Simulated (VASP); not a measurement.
Si3Mo:

```
Si Mo
1.0
    -2.68359    2.68359    2.68359
     2.68359   -2.68359    2.68359
     2.68359    2.68359   -2.68359
Si Mo
3 1
Cartesian
  2.6836 0.0000 0.0000
  0.0000 2.6836 0.0000
  0.0000 0.0000 2.6836
  0.0000 0.0000 0.0000
```

- Program: VASP 6.6.1
- Task: relaxation of cell and atoms
- Functional: PBE
- Potentials or basis: VASP PAW PBE potentials, release 64 (Si, Mo_sv)
- Cutoff: 600 eV
- k mesh: 4 × 4 × 4
- Occupations: gaussian, width 0.1 eV
- Spin: no spin polarisation

At the start: pressure -12.7 GPa; volume 19.33 Å³/atom.

**Question.** Where does the relaxation end?

**Answer.** Over 3 steps the energy falls by 117.3 meV/atom and the volume is 16.72 Å³/atom (-13.5 %); space group Im-3m (No. 229, to 0.05 Å).

Step by step:
| step | energy change (eV) | largest force (eV/Å) | pressure (GPa) | volume (Å³) |
| --- | --- | --- | --- | --- |
| 1 | 0.0000 | 0.0000 | -12.66 | 77.30 |
| 2 | -0.2861 | 0.0000 | 11.61 | 61.45 |
| 3 | -0.4694 | 0.0000 | -0.07 | 66.88 |

Final structure:
```
Si Mo
1.0
    -2.55714    2.55714    2.55714
     2.55714   -2.55714    2.55714
     2.55714    2.55714   -2.55714
Si Mo
3 1
Direct
  0.00000 0.50000 0.50000
  0.50000 0.00000 0.50000
  0.50000 0.50000 0.00000
  0.00000 0.00000 0.00000
```

Caveat: the k points lie up to 0.43 Å⁻¹ apart in the final cell.
